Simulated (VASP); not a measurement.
A run of VASP 6.6.1 is set up as follows.

INCAR

```
SYSTEM = Si2Ru2N
PREC = Accurate ; ENCUT = 520
EDIFF = 1E-7 ; ISMEAR = 0
SIGMA = 0.1 ; LREAL = .False.
LASPH = .True. ; NELM = 80
ALGO = Normal ; ISIF = 2
LWAVE = .False. ; LCHARG = .True.
GGA = PE ; LELF = .True.
LVHAR = .True. ; NBANDS = 28
```

File KPOINTS:

```
Automatic mesh
0
Gamma
  12 12 8
  0 0 0
```

Contents of POSCAR:

```
Si2Ru2N
1.0
    4.1464654430      0.0000000000      0.0000000000
   -2.0732327215      3.5909444095      0.0000000000
    0.0000000000      0.0000000000      4.9857917583
Si Ru N
2 2 1
Direct
    0.3333333333      0.6666666667      0.0000000000
    0.6666666667      0.3333333333      0.0000000000
    0.3333333333      0.6666666667      0.5000000000
    0.6666666667      0.3333333333      0.5000000000
    0.0000000000      0.0000000000      0.0000000000
```

Potentials or basis: VASP PAW PBE potentials, release 64 (Si, Ru_pv, N).

Launch:

```console
$ cat potpaw_PBE.64/Si/POTCAR potpaw_PBE.64/Ru_pv/POTCAR potpaw_PBE.64/N/POTCAR > POTCAR
$ mpirun -np 1 vasp_std > vasp.out
```

Q: What does it give for the pressure?

A: 0.0 GPa.

Stress tensor (GPa, compression positive):
```
 0.07  0.00  0.00
 0.00  0.07  0.00
 0.00  0.00 -0.03
```
